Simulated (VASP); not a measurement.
KMgF3, 5 atoms in the cell. It takes space group Pm-3m (No. 221, cubic). Conventional cell: a = 3.881 Å, b = 3.881 Å, c = 3.881 Å, α = 90.00°, β = 90.00°, γ = 90.00°. Within 3.6 Å of K (site symmetry m-3m) lie 12 F at 2.74 Å and 8 Mg at 3.36 Å. Within 2.6 Å of Mg (site symmetry m-3m) lie 6 F at 1.94 Å. F (site symmetry 4/mmm) has 2 Mg at 1.94 Å within 2.6 Å.  This cell differs from its parent crystal: strain -2.5%.

* Program: VASP 6.6.1
* Task: single point
* Functional: r2SCAN
* Potentials or basis: VASP PAW PBE potentials, release 64 (K_sv, Mg, F)
* Cutoff: 520 eV
* k mesh: 6 × 6 × 6
* Occupations: gaussian, width 0.01 eV
* Spin: no spin polarisation
* Dipole correction: no
* Further INCAR settings: ALGO = Normal; EDIFF = 1e-06; NBANDS = 24

Potentials or basis: VASP PAW PBE potentials, release 64 (K_sv, Mg, F).

Run with:

```sh
$ cat potpaw_PBE.64/K_sv/POTCAR potpaw_PBE.64/Mg/POTCAR potpaw_PBE.64/F/POTCAR > POTCAR
$ cp INCAR.step1 INCAR
$ mpirun -np 1 vasp_std > vasp.out
$ cp INCAR.step2 INCAR
$ mpirun -np 1 vasp_std > vasp.out
```

Hardware: 1 thread of Intel(R) Xeon(R) 6975P-C (Granite Rapids), with other jobs on the host.

How long does it take, and how much memory?

It took 53 s on 1 thread of Intel(R) Xeon(R) 6975P-C (Granite Rapids), on a shared host, peak memory 0.19 GiB. Counts: k points 20.
